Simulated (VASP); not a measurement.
Wanted: the native input for a VASP 6.6.1 run.

* Task: single point
* Functional: PBEsol
* Potentials or basis: VASP PAW PBE potentials, release 64 (Hf_pv, N)
* Cutoff: 520 eV
* k mesh: 16 × 16 × 16
* Occupations: tetrahedron
* Spin: no spin polarisation
* Dipole correction: no
* Further INCAR settings: ALGO = Normal; EDIFF = 1e-06; NBANDS = 14

The structure of HfN lies in POSCAR:

```
HfN
1.0
    0.0000000000      2.2507977101      2.2507977101
    2.2507977101      0.0000000000      2.2507977101
    2.2507977101      2.2507977101      0.0000000000
Hf N
1 1
Direct
    0.5000000000      0.5000000000      0.5000000000
    0.0000000000      0.0000000000      0.0000000000
```

One way to write it, as run:

INCAR

```
SYSTEM = HfN
PREC     = Accurate       ! precision mode
ENCUT    = 520            ! plane-wave cutoff, eV
EDIFF    = 1E-6           ! SCF threshold, eV
ISMEAR   = -4             ! smearing method
SIGMA    = 0.1            ! smearing width, eV
LREAL    = .FALSE.        ! projectors in reciprocal space
LASPH    = .TRUE.         ! aspherical terms in the spheres
NELM     = 100            ! most SCF steps
ALGO     = Normal         ! electronic algorithm
ISIF     = 2              ! what is computed and relaxed
LWAVE    = .FALSE.        ! write WAVECAR
LCHARG   = .FALSE.        ! write CHGCAR
GGA      = PS             ! functional
NBANDS   = 14             ! bands
```

KPOINTS

```
Automatic mesh
0
G
  16 16 16
  0 0 0
```

Potentials or basis: VASP PAW PBE potentials, release 64 (Hf_pv, N).

Run with:

```bash
$ cat potpaw_PBE.64/Hf_pv/POTCAR potpaw_PBE.64/N/POTCAR > POTCAR
$ mpirun -np 1 vasp_std > vasp.out
```

It gave:

* Pressure: -1.9 GPa

Caveat: the PAW data sets were made with another functional, which shifts forces and pressure a little.

Run time: 21 s on 1 thread of AMD EPYC 9R45 96-Core Processor (Zen 5), with other jobs on the host, peak memory 0.15 GiB.
